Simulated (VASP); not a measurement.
Write the native input for VASP 6.6.1 that does the following.

| Quantity | Value |
| --- | --- |
| Task | single point |
| Functional | PBEsol |
| Potentials or basis | VASP PAW PBE potentials, release 64 (Cu) |
| Cutoff | 520 eV |
| k mesh | 22 × 22 × 22 |
| Occupations | gaussian, width 0.15 eV |
| Spin | no spin polarisation |
| Dipole correction | no |
| Further INCAR settings | ALGO = Fast; EDIFF = 1e-06; NBANDS = 12 |

The structure of Cu lies in POSCAR:

```
Cu
1.0
   -0.0831136094      1.7816422171      1.7816422171
    1.7816422171     -0.0831136094      1.7816422171
    1.6985286077      1.6985286077      0.0000000000
Cu
1
Direct
    0.0000000000      0.0000000000      0.0000000000
```

This cell differs from its parent crystal: engineering shear strain xy -0.0933, strain +e along x and -e along y +0.0000.

These files were run (other wordings do the same):

INCAR

```
SYSTEM = Cu
PREC     = Accurate       ! precision mode
ENCUT    = 520            ! plane-wave cutoff, eV
EDIFF    = 1E-6           ! SCF threshold, eV
ISMEAR   = 0              ! smearing method
SIGMA    = 0.15           ! smearing width, eV
LREAL    = .False.        ! projectors in reciprocal space
LASPH    = .True.         ! aspherical terms in the spheres
NELM     = 80             ! most SCF steps
ALGO     = Fast           ! electronic algorithm
ISIF     = 2              ! what is computed and relaxed
LWAVE    = .False.        ! write WAVECAR
LCHARG   = .True.         ! write CHGCAR
GGA      = PS             ! functional
LELF     = .True.         ! ELF
LVHAR    = .True.       
NBANDS   = 12             ! bands
```

KPOINTS

```
Automatic mesh
0
Gamma
  22 22 22
  0 0 0
```

Potentials or basis: VASP PAW PBE potentials, release 64 (Cu).

Run with:

```sh
$ cat potpaw_PBE.64/Cu/POTCAR > POTCAR
$ mpirun -np 1 vasp_std > vasp.out
```

Results of the run:

| Quantity | Value |
| --- | --- |
| Pressure | 2.5 GPa |
| Band gap on the k mesh | zero (an odd number of electrons rules out a gap without spin polarisation) |

Caveat: the cell differs from its parent crystal (engineering shear strain xy -0.0933, strain +e along x and -e along y +0.0000); the PAW data sets were made with another functional, which shifts forces and pressure a little.

Run time: 2.2 min on 1 thread of AMD EPYC 9R45 96-Core Processor (Zen 5), on a shared host, peak memory 0.26 GiB.
